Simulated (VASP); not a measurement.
# CoO (F-43m) in VASP: a series of runs

Aim: see how the results for CoO move with the level of theory and the settings. Levels: PBE, PBEsol. Tasks: single point.

Everything below comes from runs of VASP 6.6.1. Logs are shortened: lines on timing, memory, paths and dates and some standing lists are left out, and cuts for length are marked.

## (1) The cell of the first run

It takes space group F-43m (No. 216, cubic). The conventional cell has a = 4.687 Å, b = 4.687 Å, c = 4.687 Å, α = 90.00°, β = 90.00°, γ = 90.00°. Within 2.7 Å of Co (site symmetry -43m) lie 4 O at 2.03 Å. O (site symmetry -43m) has 4 Co at 2.03 Å within 2.7 Å.

## (2) Single point, PBE, collinear spin, ferromagnetic start

Contents of INCAR:

```
SYSTEM = CoO
  PREC = Accurate
  ENCUT = 600
  EDIFF = 1E-6
  ISMEAR = 0
  SIGMA = 0.019000000000000003
  LREAL = .False.
  LASPH = .True.
  NELM = 200
  ALGO = Normal
  ISIF = 2
  LWAVE = .False.
  LCHARG = .False.
  ISPIN = 2
  MAGMOM = 2 0
  LORBIT = 11
  LMAXMIX = 4
  GGA = PE
  NBANDS = 22
  GGA_COMPAT = .False.
```

Contents of KPOINTS:

```
regular mesh
0
Gamma
  10 10 10
  0 0 0
```

Contents of POSCAR:

```
CoO
1.0
    0.0000000000      2.3436418400      2.3436418400
    2.3436418400      0.0000000000      2.3436418400
    2.3436418400      2.3436418400      0.0000000000
Co O
1 1
Direct
    0.0000000000      0.0000000000      0.0000000000
    0.2500000000      0.2500000000      0.2500000000
```

Potentials or basis: VASP PAW PBE potentials, release 64 (Co_sv, O).

On the command line:

```sh
> cat potpaw_PBE.64/Co_sv/POTCAR potpaw_PBE.64/O/POTCAR > POTCAR
> mpirun -np 1 vasp_std > vasp.out
```

OUTCAR:

```text
SYSTEM = CoO
   PREC = Accurate
   ENCUT = 600
   EDIFF = 1E-6
   ISMEAR = 0
   LREAL = .False.
   LASPH = .True.
   NELM = 200
   ISIF = 2
   ISPIN = 2
   LORBIT = 11
   GGA = PE

 ion  position               nearest neighbor table
   1  0.000  0.000  0.000-   2 2.03   2 2.03   2 2.03   2 2.03
   2  0.250  0.250  0.250-   1 2.03   1 2.03   1 2.03   1 2.03

  LATTYP: Found a face centered cubic cell.
 ALAT       =     4.6872836800

  Lattice vectors:

 A1 = (   0.0000000000,   2.3436418400,   2.3436418400)
 A2 = (   2.3436418400,   0.0000000000,   2.3436418400)
 A3 = (   2.3436418400,   2.3436418400,   0.0000000000)

Analysis of symmetry for initial positions (statically):
=====================================================================
 Subroutine PRICEL returns:
 Original cell was already a primitive cell.

 Routine SETGRP: Setting up the symmetry group for a
 face centered cubic supercell.

 Subroutine GETGRP returns: Found 24 space group operations
 (whereof 24 operations were pure point group operations)
 out of a pool of 48 trial point group operations.

The static configuration has the point symmetry T_d .

Analysis of symmetry for dynamics (positions and initial velocities):
=====================================================================
 Subroutine PRICEL returns:
 Original cell was already a primitive cell.

 Routine SETGRP: Setting up the symmetry group for a
 face centered cubic supercell.

 Subroutine GETGRP returns: Found 24 space group operations
 (whereof 24 operations were pure point group operations)
 out of a pool of 48 trial point group operations.

The dynamic configuration has the point symmetry T_d .

Analysis of structural, dynamic, and magnetic symmetry:
=====================================================================
 Subroutine PRICEL returns:
 Original cell was already a primitive cell.

 Routine SETGRP: Setting up the symmetry group for a
 face centered cubic supercell.

 Subroutine GETGRP returns: Found 24 space group operations
 (whereof 24 operations were pure point group operations)
 out of a pool of 48 trial point group operations.

The overall configuration has the point symmetry T_d .

 Subroutine INISYM returns: Found 24 space group operations
 (whereof 24 operations are pure point group operations),
 and found     1 'primitive' translations

----------------------------------------------------------------------------------------

                                     Primitive cell

  volume of cell :      25.7456

  direct lattice vectors                    reciprocal lattice vectors
     0.000000000  2.343641840  2.343641840    -0.213343179  0.213343179  0.213343179
     2.343641840  0.000000000  2.343641840     0.213343179 -0.213343179  0.213343179
     2.343641840  2.343641840  0.000000000     0.213343179  0.213343179 -0.213343179

  length of vectors
     3.314410075  3.314410075  3.314410075     0.369521225  0.369521225  0.369521225

  position of ions in fractional coordinates (direct lattice)
     0.000000000  0.000000000  0.000000000
     0.250000000  0.250000000  0.250000000

  ion indices of the primitive-cell ions
   primitive index   ion index
                 1           1
                 2           2

----------------------------------------------------------------------------------------

 KPOINTS: regular mesh

Automatic generation of k-mesh.
 Grid dimensions read from file:
 generate k-points for:   10   10   10

 Generating k-lattice:

  Cartesian coordinates                     Fractional coordinates (reciprocal lattice)
    -0.021334318  0.021334318  0.021334318     0.100000000  0.000000000  0.000000000
     0.021334318 -0.021334318  0.021334318     0.000000000  0.100000000  0.000000000
     0.021334318  0.021334318 -0.021334318     0.000000000  0.000000000  0.100000000

  Length of vectors
     0.036952123  0.036952123  0.036952123

  Shift w.r.t. Gamma in fractional coordinates (k-lattice)
     0.000000000  0.000000000  0.000000000

 Subroutine IBZKPT returns following result:
 ===========================================

 Found     47 irreducible k-points:

 Following reciprocal coordinates:
            Coordinates               Weight
  0.000000  0.000000  0.000000      1.000000
  0.100000  0.000000  0.000000      8.000000
  0.200000  0.000000  0.000000      8.000000
  0.300000  0.000000  0.000000      8.000000
  0.400000  0.000000  0.000000      8.000000
  0.500000  0.000000  0.000000      4.000000
[... 16 lines left out ...]
  0.300000  0.300000  0.000000      6.000000
  0.400000  0.300000  0.000000     24.000000
 [... further k-points ...]
   k-points           NKPTS =     47   k-points in BZ     NKDIM =     47   number of bands    NBANDS=     22
   number of dos      NEDOS =    301   number of ions     NIONS =      2
   total plane-waves  NPLWV =  21952
   dimension x,y,z NGX =    28 NGY =   28 NGZ =   28
   dimension x,y,z NGXF=    56 NGYF=   56 NGZF=   56
   ions per type =               1   1
   NGX,Y,Z   is equivalent  to a cutoff of  14.04, 14.04, 14.04 a.u.
   NGXF,Y,Z  is equivalent  to a cutoff of  28.09, 28.09, 28.09 a.u.
 SYSTEM =  CoO
   PREC   = accura    normal or accurate (medium, high low for compatibility)
   ISTART =      0    job   : 0-new  1-cont  2-samecut
   ICHARG =      2    charge: 1-file 2-atom 10-const
   ISPIN  =      2    spin polarized calculation?
   LNONCOLLINEAR =      F non collinear calculations
   LSORBIT =      F    spin-orbit coupling
   LASPH  =      T    aspherical Exc in radial PAW
   ENCUT  =  600.0 eV  44.10 Ry    6.64 a.u.   6.62  6.62  6.62*2*pi/ulx,y,z
   NELM   =    200;   NELMIN=  2; NELMDL= -5     # of ELM steps
   EDIFF  = 0.1E-05   stopping-criterion for ELM
   LREAL  =      F    real-space projection
   EDIFFG = 0.1E-04   stopping-criterion for IOM
   NSW    =      0    number of steps for IOM
   IBRION =     -1    ionic relax: 0-MD 1-quasi-New 2-CG
   NFREE  =      0    steps in history (QN), initial steepest desc. (CG)
   ISIF   =      2    stress and relaxation
   ISYM   =      2    0-nonsym 1-usesym 2-fastsym
   POTIM  = 0.5000    time-step for ionic-motion
   TEBEG  =    0.0;   TEEND  =   0.0 temperature during run
   PSTRESS=    0.0 pullay stress
   NELECT =      23.0000    total number of electrons
   NUPDOWN=      -1.0000    fix difference up-down
   EMIN   =  10.00;   EMAX   =-10.00  energy-range for DOS
   EFERMI =   0.00;   METHOD = LEGACY
   ISMEAR =     0;   SIGMA  =   0.02  broadening in eV -4-tet -1-fermi 0-gaus
   EFERMI_NEDOS =   21; number of points for ismear=-14 and -15
   IALGO  =     38    algorithm
   IMIX   =      4    mixing-type and parameters
     AMIX     =   0.40;   BMIX     =  1.00
     AMIX_MAG =   1.60;   BMIX_MAG =  1.00
  volume/ion in A,a.u.               =      12.87        86.87
  Fermi-wavevector in a.u.,A,eV,Ry     =   1.576702  2.979534 33.823923  2.485988
  Thomas-Fermi vector in A             =   2.677495
   LORBIT       =     11    0 simple, 1 ext, 2 COOP (PROOUT), +10 PAW based schemes
   GGA     = PE    functional components
   LHFCALC =     F    Hartree Fock is set to
   AEXX    =    0.0000 exact exchange contribution
   IVDW    =     0    specifies the selected vdW correction
   LEPSILON=     F    determine dielectric tensor
   LRPA    =     F    only Hartree local field effects (RPA)
 spin polarized calculation
 Gauss-broadening in eV      SIGMA  =   0.02
  energy-cutoff  :      600.00
  volume of cell :       25.75
 maximum number of plane-waves:       889
   NGX = 13   NGY = 13   NGZ = 13

 number of electron      22.9999996 magnetization       2.9884693

 Free energy of the ion-electron system (eV)
  ---------------------------------------------------
  ext. energy  EPLUGINS =         0.00000000
  ---------------------------------------------------
  free energy    TOTEN  =       -13.32783689 eV

  energy without entropy =      -13.32769347  energy(sigma->0) =      -13.32776518

 E-fermi :   5.3879     XC(G=0): -10.7814

 val. band max:        5.3816349388   @ k =   0.0000   0.0000   0.0000
 cond. band min:       5.3894004578   @ k =  -0.3000   0.5000   0.2000
 fundamental gap:      0.0077655190
 Fermi energy:         5.3879377215

 spin component 1

 k-point     1 :       0.0000    0.0000    0.0000
  band No.  band energies     occupation
      1     -91.1576      1.00000
      2     -54.4115      1.00000
      3     -54.4115      1.00000
      4     -54.4115      1.00000
      5     -13.7101      1.00000
      6      -0.0576      1.00000
[... 14 lines left out ...]
     21      24.7696      0.00000
     22      26.8517      0.00000

 k-point     2 :       0.1000    0.0000    0.0000
  band No.  band energies     occupation
      1     -91.1576      1.00000
      2     -54.4129      1.00000
      3     -54.4120      1.00000
      4     -54.4120      1.00000
      5     -13.6647      1.00000
      6      -0.1805      1.00000
[... 542 lines left out ...]
 k-point    24 :       0.4000    0.3000    0.0000
  band No.  band energies     occupation
      1     -91.1568      1.00000
      2     -54.4196      1.00000
      3     -54.4146      1.00000
      4     -54.4143      1.00000
      5     -13.1983      1.00000
      6      -0.7746      1.00000
[... 14 lines left out ...]
     21      30.4106      0.00000
     22      32.0983      0.00000

 [... further k-points ...]

 spin component 2

 k-point     1 :       0.0000    0.0000    0.0000
  band No.  band energies     occupation
      1     -88.1280      1.00000
      2     -51.4544      1.00000
      3     -51.4543      1.00000
      4     -51.4542      1.00000
      5     -13.1446      1.00000
      6       1.2833      1.00000
[... 14 lines left out ...]
     21      25.1224      0.00000
     22      27.2611      0.00000

 k-point     2 :       0.1000    0.0000    0.0000
  band No.  band energies     occupation
      1     -88.1280      1.00000
      2     -51.4560      1.00000
      3     -51.4549      1.00000
      4     -51.4548      1.00000
      5     -13.0966      1.00000
      6       1.0537      1.00000
[... 542 lines left out ...]
 k-point    24 :       0.4000    0.3000    0.0000
  band No.  band energies     occupation
      1     -88.1271      1.00000
      2     -51.4644      1.00000
      3     -51.4582      1.00000
      4     -51.4578      1.00000
      5     -12.6012      1.00000
      6      -0.0478      1.00000
[... 14 lines left out ...]
     21      30.9272      0.00000
     22      32.6082      0.00000

 [... further k-points ...]
[... 5 lines left out ...]
  --------------------------------------------------------------------------------------
  -------------------------------------------------------------------------------------
  Total       -2.2393547     -2.2393547     -2.2393547      0.0000000      0.0000000     -0.0000000
  in kB     -139.3573060   -139.3573060   -139.3573060      0.0000000      0.0000000     -0.0000000
  external PRESSURE =    -139.3573060 kB  Pullay stress =       0.0000000 kB

 VOLUME and BASIS-vectors are now :
 -----------------------------------------------------------------------------
  energy-cutoff  :      600.00
  volume of cell :       25.75
      direct lattice vectors                 reciprocal lattice vectors
     0.000000000  2.343641840  2.343641840    -0.213343179  0.213343179  0.213343179
     2.343641840  0.000000000  2.343641840     0.213343179 -0.213343179  0.213343179
     2.343641840  2.343641840  0.000000000     0.213343179  0.213343179 -0.213343179

 POSITION                                       TOTAL-FORCE (eV/Angst)
 -----------------------------------------------------------------------------------
      0.00000      0.00000      0.00000         0.000000      0.000000      0.000000
      1.17182      1.17182      1.17182        -0.000000     -0.000000     -0.000000
 -----------------------------------------------------------------------------------
    total drift:                               -0.000000     -0.000000     -0.000000

  FREE ENERGIE OF THE ION-ELECTRON SYSTEM (eV)
  ---------------------------------------------------
  free  energy   TOTEN  =       -13.3278368917 eV

  energy  without entropy=      -13.3276934725  energy(sigma->0) =      -13.32776518

 total charge

# of ion       s       p       d       tot
------------------------------------------
    1        2.151   6.065   6.654  14.870
    2        1.547   3.398   0.000   4.944
--------------------------------------------------
tot          3.698   9.463   6.654  19.815

 magnetization (x)

# of ion       s       p       d       tot
------------------------------------------
    1        0.013   0.019   2.455   2.488
    2        0.020   0.300   0.000   0.320
--------------------------------------------------
tot          0.033   0.319   2.455   2.808
```

Run time: 40 s. Hardware: 1 thread of Intel Xeon 6975P-C (Granite Rapids), shared host; peak memory 0.2 GiB.

What came out:

* Free energy: -13.3278 eV
* Pressure: -13.9 GPa
* Band gap on the k mesh: zero (filled and empty bands overlap)
* Net moment: 2.99 μB per cell
* Site moments: Co +2.49; O +0.32 μB
* Valence electrons inside the program's atomic spheres: Co 14.87; O 4.94

Levels at points of the mesh, in eV from the Fermi level:
Spin up:
| k point | band 9 | band 10 | band 11 | band 12 | band 13 | band 14 | band 15 | band 16 | band 17 | band 18 |
| --- | --- | --- | --- | --- | --- | --- | --- | --- | --- | --- |
| (0.00, 0.00, 0.00) | -2.10 | -2.10 | -0.01 | 0.04 | 0.04 | 0.04 | 13.31 | 13.31 | 13.31 | 19.06 |
| (0.50, 0.00, 0.00) | -2.54 | -2.10 | -2.10 | -0.66 | -0.66 | 5.20 | 6.55 | 12.82 | 12.82 | 16.35 |
| (0.50, 0.50, 0.00) | -3.02 | -1.85 | -1.81 | -1.81 | -1.51 | 4.89 | 8.86 | 10.62 | 13.23 | 13.23 |
Spin down:
```csv
k point,band 7,band 8,band 9,band 10,band 11,band 12,band 13,band 14
"(0.00, 0.00, 0.00)",-4.10,-4.10,-0.35,-0.35,0.57,2.54,2.54,2.54
"(0.50, 0.00, 0.00)",-3.95,-3.95,-0.14,-0.14,0.51,1.78,1.78,5.74
"(0.50, 0.50, 0.00)",-3.75,-3.75,-0.30,-0.04,0.10,1.13,1.13,5.90
```

Caveat: a cell with one magnetic atom can't hold antiferromagnetic order, which such compounds often take; semilocal functionals often make such compounds metallic where correlation or magnetic order opens a gap, which also shifts bond lengths.

## (3) Single point, PBE, collinear spin, ferromagnetic start

This run uses another cell than the first one, of 12.62 Å³/atom, 0.980 times its volume.

Contents of INCAR:

```
PREC     = Accurate       # precision mode
ENCUT    = 600            # plane-wave cutoff, eV
EDIFF    = 1E-6           # SCF threshold, eV
ISMEAR   = -1             # smearing method
SIGMA    = 0.05           # smearing width, eV
LREAL    = False          # projectors in reciprocal space
LASPH    = True           # aspherical terms in the spheres
NELM     = 200            # most SCF steps
ALGO     = Normal         # electronic algorithm
ISIF     = 2              # what is computed and relaxed
LWAVE    = False          # write WAVECAR
LCHARG   = False          # write CHGCAR
ISPIN    = 2              # spin polarisation
MAGMOM   = 2 0            # initial moments
LORBIT   = 11             # projections on sites
LMAXMIX  = 4              # l up to which the mixer works
GGA      = PE             # functional
NBANDS   = 22             # bands
GGA_COMPAT= False
```

Contents of KPOINTS:

```
Automatic mesh
0
Gamma
  10 10 10
```

Contents of POSCAR:

```
CoO
1.0
    0.0000000000      2.3279122262      2.3279122262
    2.3279122262      0.0000000000      2.3279122262
    2.3279122262      2.3279122262      0.0000000000
Co O
1 1
Direct
    0.0000000000      0.0000000000      0.0000000000
    0.2500000000      0.2500000000      0.2500000000
```

Potentials or basis: VASP PAW PBE potentials, release 64 (Co_sv, O).

On the command line:

```sh
> cat potpaw_PBE.64/Co_sv/POTCAR potpaw_PBE.64/O/POTCAR > POTCAR
> mpirun -np 1 vasp_std > vasp.out
```

OUTCAR:

```text
PREC = Accurate
   ENCUT = 600
   EDIFF = 1E-6
   ISMEAR = -1
   LREAL = False
   LASPH = True
   NELM = 200
   ISIF = 2
   ISPIN = 2
   LORBIT = 11
   GGA = PE

 ion  position               nearest neighbor table
   1  0.000  0.000  0.000-   2 2.02   2 2.02   2 2.02   2 2.02
   2  0.250  0.250  0.250-   1 2.02   1 2.02   1 2.02   1 2.02

  LATTYP: Found a face centered cubic cell.
 ALAT       =     4.6558244524

  Lattice vectors:

 A1 = (   0.0000000000,   2.3279122262,   2.3279122262)
[... 1413 lines left out ...]
  in kB     -123.5805572   -123.5805572   -123.5805572      0.0000000      0.0000000      0.0000000
  external PRESSURE =    -123.5805572 kB  Pullay stress =       0.0000000 kB

 VOLUME and BASIS-vectors are now :
 -----------------------------------------------------------------------------
  energy-cutoff  :      600.00
  volume of cell :       25.23
      direct lattice vectors                 reciprocal lattice vectors
     0.000000000  2.327912226  2.327912226    -0.214784730  0.214784730  0.214784730
     2.327912226  0.000000000  2.327912226     0.214784730 -0.214784730  0.214784730
     2.327912226  2.327912226  0.000000000     0.214784730  0.214784730 -0.214784730

 POSITION                                       TOTAL-FORCE (eV/Angst)
 -----------------------------------------------------------------------------------
      0.00000      0.00000      0.00000         0.000000      0.000000      0.000000
      1.16396      1.16396      1.16396        -0.000000     -0.000000     -0.000000
 -----------------------------------------------------------------------------------
    total drift:                               -0.000000     -0.000000      0.000000

  FREE ENERGIE OF THE ION-ELECTRON SYSTEM (eV)
  ---------------------------------------------------
  free  energy   TOTEN  =       -13.3690038874 eV

  energy  without entropy=      -13.3560073548  energy(sigma->0) =      -13.36250562

 total charge

# of ion       s       p       d       tot
------------------------------------------
    1        2.154   6.069   6.656  14.878
    2        1.547   3.405   0.000   4.952
--------------------------------------------------
tot          3.700   9.475   6.656  19.831

 magnetization (x)

# of ion       s       p       d       tot
------------------------------------------
    1        0.013   0.020   2.441   2.474
    2        0.020   0.297   0.000   0.318
--------------------------------------------------
tot          0.033   0.317   2.441   2.792
```

stdout:

```text
POSCAR found type information on POSCAR CoO
 POSCAR found :  2 types and       2 ions
 scaLAPACK will be used
 LDA part: xc-table for (Slater+PW92), standard interpolation
 POSCAR, INCAR and KPOINTS ok, starting setup
 FFT: planning ... GRIDC
 FFT: planning ... GRID_SOFT
 FFT: planning ... GRID
 WAVECAR not read
 entering main loop
```

Run time: 52 s. Hardware: 1 thread of Intel Xeon 6975P-C (Granite Rapids), shared host; peak memory 0.19 GiB.

What came out:

| Property | Result |
| --- | --- |
| Free energy | -13.3690 eV |
| Pressure | -12.4 GPa |
| Band gap on the k mesh | zero (filled and empty bands overlap) |
| Net moment | 2.97 μB per cell |
| Site moments | Co +2.47; O +0.32 μB |
| Valence electrons inside the program's atomic spheres | Co 14.88; O 4.95 |

Caveat: a cell with one magnetic atom can't hold antiferromagnetic order, which such compounds often take; semilocal functionals often make such compounds metallic where correlation or magnetic order opens a gap, which also shifts bond lengths. With open d or f shells a metallic result of PBE can be an artefact of self-interaction; +U or a hybrid may open a gap.

[end of part 1 of 2]
